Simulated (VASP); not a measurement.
Input of a VASP 6.6.1 run:

File INCAR:

```
SYSTEM = CsBr
PREC = Accurate ; ENCUT = 500
EDIFF = 1E-6 ; ISMEAR = 0
SIGMA = 0.05 ; LREAL = .False.
LASPH = .True. ; NELM = 120
ALGO = Normal ; ISIF = 2
LWAVE = .False. ; LCHARG = .False.
GGA = PE ; NBANDS = 15
GGA_COMPAT = .False.
```

KPOINTS

```
regular mesh
0
Gamma
  8 8 8
  0 0 0
```

Contents of POSCAR:

```
CsBr
1.0
    4.5545546275      0.0000000000      0.0000000000
    0.0000000000      4.5545546275      0.0000000000
    0.0000000000      0.0000000000      4.5545546275
Cs Br
1 1
Direct
    0.0000000000      0.0000000000      0.0000000000
    0.5000000000      0.5000000000      0.5000000000
```

Potentials or basis: VASP PAW PBE potentials, release 64 (Cs_sv, Br).

The run is started by

```sh
$ cat potpaw_PBE.64/Cs_sv/POTCAR potpaw_PBE.64/Br/POTCAR > POTCAR
$ mpirun -np 1 vasp_std > vasp.out
```

(1) Estimate the band gap on the k mesh.

(2) Estimate the pressure.

Answers

(1) 3.88 eV, indirect (least direct gap 3.92 eV).

(2) -1.0 GPa.

Caveat: spin-orbit coupling is left out, which moves the levels of the heavy elements.
